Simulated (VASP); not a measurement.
Set up this calculation in VASP 6.6.1, as the native input.

```yaml
Task: single point
Functional: HSE06
Potentials_or_basis: VASP PAW PBE potentials, release 64 (Pb_d)
Cutoff: 520 eV
k_mesh: 5 × 5 × 5
Occupations: fermi-dirac, width 0.05 eV
Spin: no spin polarisation
Dipole_correction: no
Grid_for_exact_exchange_PRECFOCK: Normal
Further_INCAR_settings: ALGO = Normal; EDIFF = 1e-07; NBANDS = 13
Share_of_exact_exchange: 0.25
Screening_parameter: 0.2079 1/Å
```

Pb:

```
Pb
1.0
    -2.00329    2.00329    2.00329
     2.00329   -2.00329    2.00329
     2.00329    2.00329   -2.00329
Pb
1
Direct
  0.00000 0.00000 0.00000
```

This isn't the form of Pb at room conditions, which is fcc.

One way to write it, as run:

POSCAR

```
Pb
1.0
   -2.0032899508      2.0032899508      2.0032899508
    2.0032899508     -2.0032899508      2.0032899508
    2.0032899508      2.0032899508     -2.0032899508
Pb
1
Direct
    0.0000000000      0.0000000000      0.0000000000
```

INCAR.step1

```
SYSTEM = Pb
PREC = Accurate ; ENCUT = 520
EDIFF = 1E-5 ; ISMEAR = -1
SIGMA = 0.05 ; LREAL = .False.
LASPH = .True. ; NELM = 60
ALGO = Normal ; ISIF = 2
LWAVE = .True. ; LCHARG = .False.
GGA = PE ; NBANDS = 13
```

INCAR.step2

```
SYSTEM = Pb
PREC = Accurate ; ENCUT = 520
EDIFF = 1E-7 ; ISMEAR = -1
SIGMA = 0.05 ; LREAL = .False.
LASPH = .True. ; NELM = 60
ALGO = Normal ; ISIF = 2
LWAVE = .False. ; LCHARG = .False.
GGA = PE ; LHFCALC = .True.
HFSCREEN = 0.2079 ; PRECFOCK = Normal
ISTART = 1 ; NBANDS = 13
```

KPOINTS

```
regular mesh
0
Gamma
  5 5 5
  0 0 0
```

Potentials or basis: VASP PAW PBE potentials, release 64 (Pb_d).

Command:

```console
$ cat potpaw_PBE.64/Pb_d/POTCAR > POTCAR
$ cp INCAR.step1 INCAR
$ mpirun -np 1 vasp_std > vasp.out
$ cp INCAR.step2 INCAR
$ mpirun -np 1 vasp_std > vasp.out
```

Results of the run:

The pressure is 0.0 GPa and the band gap on the k mesh is zero (bands 7 and 8 overlap by 9.63 eV).

Caveat: the k points lie up to 0.44 Å⁻¹ apart, too coarse for converged energies and pressures of a metal; the PAW data sets were made with another functional, which shifts forces and pressure a little; spin-orbit coupling is left out, which moves the levels of the heavy elements.

Wall time 6.6 min on 1 thread of AMD EPYC 9R14 (Zen 4), on a shared host, peak memory 0.23 GiB.
